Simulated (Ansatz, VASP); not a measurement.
# Pt: VASP beside Ansatz

```xyz
1
Lattice="0.0000 1.9590 1.9590 1.9590 0.0000 1.9590 1.9590 1.9590 0.0000" Properties=species:S:1:pos:R:3 pbc="T T T"
Pt    0.0000    0.0000    0.0000
```

Alike in both runs: functional PBEsol; k mesh 18 × 18 × 18; occupations gaussian, width 0.1 eV; no spin polarisation.

Ansatz relaxed the structure, and its values are those at the end. VASP's run is a single point on that final structure, the one shown.

|  | VASP | Ansatz |
| --- | --- | --- |
| version | VASP 6.6.1 | Ansatz 0.2.0 |
| potentials or method | VASP PAW PBE potentials, release 64 (Pt), cutoff 500 eV | scalar-relativistic, plane waves, PAW |
| valence electrons in the cell | 10 | 18 |

|  | VASP | Ansatz | Ansatz less VASP |
| --- | --- | --- | --- |
| gap on the k mesh at the Fermi level (eV) | none | none | - |
| pressure (GPa) | -0.4 | 0.0 | +0.38 |

VASP's potentials were made for PBE, not for PBEsol, and Ansatz warns of the same on its side. A gap of «none» marks a metal or a gap that the smearing closes. The functional is the same, so the differences come from potentials, cutoffs and numerics. VASP's potentials hold 10 valence electrons a cell and Ansatz's 18, so a difference there can come from the potentials and not from the codes.

Neither program's run includes spin-orbit coupling.
